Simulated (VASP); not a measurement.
Input of a VASP 6.6.1 run:

The input INCAR:

```
SYSTEM = Ga
PREC = Accurate ; ENCUT = 520
EDIFF = 1E-7 ; ISMEAR = -1
SIGMA = 0.05 ; LREAL = .FALSE.
LASPH = .TRUE. ; NELM = 150
ALGO = Normal ; ISIF = 2
LWAVE = .FALSE. ; LCHARG = .TRUE.
MAGMOM = 0 0 0 ; LORBIT = 11
LSORBIT = .TRUE. ; GGA_COMPAT = .FALSE.
LORBMOM = .TRUE. ; GGA = PE
LVHAR = .TRUE. ; NBANDS = 24
```

The input KPOINTS:

```
Automatic mesh
0
G
  15 15 15
  0 0 0
```

POSCAR

```
Ga
1.0
    2.7222629392      0.0000000000      0.0000000000
    0.0000000000      2.7222629392      0.0000000000
    0.0000000000      0.0000000000      2.7222629392
Ga
1
Direct
    0.0000000000      0.0000000000      0.0000000000
```

Potentials or basis: VASP PAW PBE potentials, release 64 (Ga_d).

Launch:

```sh
$ cat potpaw_PBE.64/Ga_d/POTCAR > POTCAR
$ mpirun -np 1 vasp_ncl > vasp.out
```

Task: Estimate the pressure.

Result: 0.0 GPa.

Task: Estimate the net moment.

Result: 0.00 μB per cell.

Moments on the atoms (μB; x, y, z):
```
Ga  0.00 0.00 0.00
```
